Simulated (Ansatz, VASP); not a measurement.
# BiTe in VASP and in Ansatz

INCAR

```
SYSTEM = BiTe
ALGO = Normal
EDIFF = 1E-7
ENCUT = 520
GGA = PE
ISIF = 2
ISMEAR = 0
LASPH = .True.
LCHARG = .True.
LELF = .True.
LREAL = .False.
LVHAR = .True.
LWAVE = .False.
NBANDS = 18
NELM = 100
PREC = Accurate
SIGMA = 0.1
```

KPOINTS

```
k-points
0
Gamma
  6 6 4
  0 0 0
```

The input POSCAR:

```
BiTe
1.0
    3.6706104700      0.0000000000      0.0000000000
   -1.8353052400      3.1788419100      0.0000000000
    0.0000000000      0.0000000000      5.9295716300
Bi Te
1 1
Direct
    0.0000000000      0.0000000000      0.9691837800
    0.0000000000      0.0000000000      0.5051390400
```

Input for Ansatz:

```yaml
crystal:
  lattice:
    - [3.67061047, 0.0, 0.0]
    - [-1.83530524, 3.17884191, 0.0]
    - [0.0, 0.0, 5.92957163]
  atoms:
    - { symbol: Bi, position: [0.0, 0.0, 0.96918378] }
    - { symbol: Te, position: [0.0, 0.0, 0.50513904] }
basis:
  ecutwfc: 420
kpoints:
  mp_grid: { grid: [6, 6, 4] }
hamiltonian:
  xc: pbe
scf:
  occupations: { method: gaussian, width: 0.1 }
  lower_state_search: "off"
output:
  forces: true
  stress: true
  eigenvalues: true
```

Alike in both runs: task single point; functional PBE; k mesh 6 × 6 × 4; occupations gaussian, width 0.1 eV; no spin polarisation.

```csv
,VASP,Ansatz
version,VASP 6.6.1,Ansatz 0.2.0
potentials or method,"VASP PAW PBE potentials, release 64 (Bi_d, Te), cutoff 520 eV","scalar-relativistic, plane waves, PAW"
valence electrons in the cell,21,31
```

VASP gave:

- gap on the k mesh at the Fermi level (eV): none
- pressure (GPa): 2.1
- traceless stress, the component that is largest in VASP (GPa): 9.69
- rms of the force components (eV/Å): 0.223

**Question.** Which values does Ansatz return?

**Answer.** gap on the k mesh at the Fermi level (eV): none; pressure (GPa): 2.1; traceless stress, the component that is largest in VASP (GPa): 9.69; rms of the force components (eV/Å): 0.220.

Atom by atom the forces differ by 0.004 eV/Å (rms over components). A gap of «none» marks a metal or a gap that the smearing closes. With one functional, cell and mesh, what is left measures potentials, basis and numerics. VASP's potentials hold 21 valence electrons a cell and Ansatz's 31, so a difference there can come from the potentials and not from the codes.

Neither program's run includes spin-orbit coupling.
